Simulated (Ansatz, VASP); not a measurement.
# Two plane-wave programs on K

INCAR

```
SYSTEM = K
PREC = Accurate
ENCUT = 520
EDIFF = 1E-6
ISMEAR = 0
SIGMA = 0.15
LREAL = .FALSE.
LASPH = .TRUE.
NELM = 80
ALGO = Fast
ISIF = 2
LWAVE = .FALSE.
LCHARG = .TRUE.
GGA = PE
IVDW = 12
LELF = .TRUE.
LVHAR = .TRUE.
NBANDS = 10
```

The input KPOINTS:

```
Automatic mesh
0
G
  12 12 12
  0 0 0
```

POSCAR

```
K
1.0
    0.0000000000      3.3409947257      3.3918728180
    3.3409947257      0.0000000000      3.3918728180
    3.3409947257      3.3409947257      0.0000000000
K
1
Direct
    0.0000000000      0.0000000000      0.0000000000
```

Input for Ansatz:

```yaml
crystal:
  lattice:
    - [0.0, 3.3409947257, 3.391872818]
    - [3.3409947257, 0.0, 3.391872818]
    - [3.3409947257, 3.3409947257, 0.0]
  atoms:
    - { symbol: K, position: [0.0, 0.0, 0.0] }
basis:
  ecutwfc: 420
kpoints:
  mp_grid: { grid: [12, 12, 12] }
hamiltonian:
  xc: pbe
  dispersion: d3bj
scf:
  occupations: { method: gaussian, width: 0.15 }
output:
  forces: true
  stress: true
  eigenvalues: true
```

Change from the starting cell: strain -0.015 along x and y, +0.000 along z, atoms carried along.

Alike in both runs: task single point; functional PBE; dispersion D3(BJ); k mesh 12 × 12 × 12; occupations gaussian, width 0.15 eV; no spin polarisation.

```csv
,VASP,Ansatz
version,VASP 6.6.1,Ansatz 0.2.0
potentials or method,"VASP PAW PBE potentials, release 64 (K_sv), cutoff 520 eV","scalar-relativistic, plane waves, PAW"
valence electrons in the cell,9,9
```

```csv
,VASP,Ansatz,Ansatz less VASP
gap on the k mesh at the Fermi level (eV),none,none,-
pressure (GPa),-0.3,-0.3,0.00
```

A gap of «none» marks a metal or a gap that the smearing closes.
